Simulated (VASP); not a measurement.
Here is a VASP 6.6.1 calculation.

Contents of INCAR:

```
SYSTEM = LaH3
PREC     = Accurate       ! precision mode
ENCUT    = 520            ! plane-wave cutoff, eV
EDIFF    = 1E-6           ! SCF threshold, eV
ISMEAR   = 1              ! smearing method
SIGMA    = 0.1            ! smearing width, eV
LREAL    = .FALSE.        ! projectors in reciprocal space
LASPH    = .TRUE.         ! aspherical terms in the spheres
NELM     = 100            ! most SCF steps
ALGO     = Normal         ! electronic algorithm
ISIF     = 2              ! what is computed and relaxed
LWAVE    = .FALSE.        ! write WAVECAR
LCHARG   = .TRUE.         ! write CHGCAR
GGA      = PS             ! functional
LELF     = .TRUE.         ! ELF
LVHAR    = .TRUE.       
NBANDS   = 15             ! bands
```

The input KPOINTS:

```
Automatic mesh
0
G
  10 10 10
  0 0 0
```

File POSCAR:

```
LaH3
1.0
    0.0000000000      2.8246546891      2.7116685015
    2.8246546891      0.0000000000      2.7116685015
    2.8246546891      2.8246546891      0.0000000000
La H
1 3
Direct
    0.0000000000      0.0000000000      0.0000000000
    0.5000000000      0.5000000000      0.5000000000
    0.7500000000      0.7500000000      0.7500000000
    0.2500000000      0.2500000000      0.2500000000
```

Potentials or basis: VASP PAW PBE potentials, release 64 (La, H).

Launch:

```console
$ cat potpaw_PBE.64/La/POTCAR potpaw_PBE.64/H/POTCAR > POTCAR
$ mpirun -np 1 vasp_std > vasp.out
```

Question: Predict the pressure.

Answer: -3.3 GPa.

Question: What does it give for the band gap on the k mesh?

Answer: Zero (band 7 reaches 7.82 eV, above the bottom of band 8 at 7.57 eV).

Stress tensor (GPa, compression positive):
```
-3.50  0.00  0.00
 0.00 -3.50  0.00
 0.00  0.00 -2.77
```

Caveat: the PAW data sets were made with another functional, which shifts forces and pressure a little; spin-orbit coupling is left out, which moves the levels of the heavy elements.
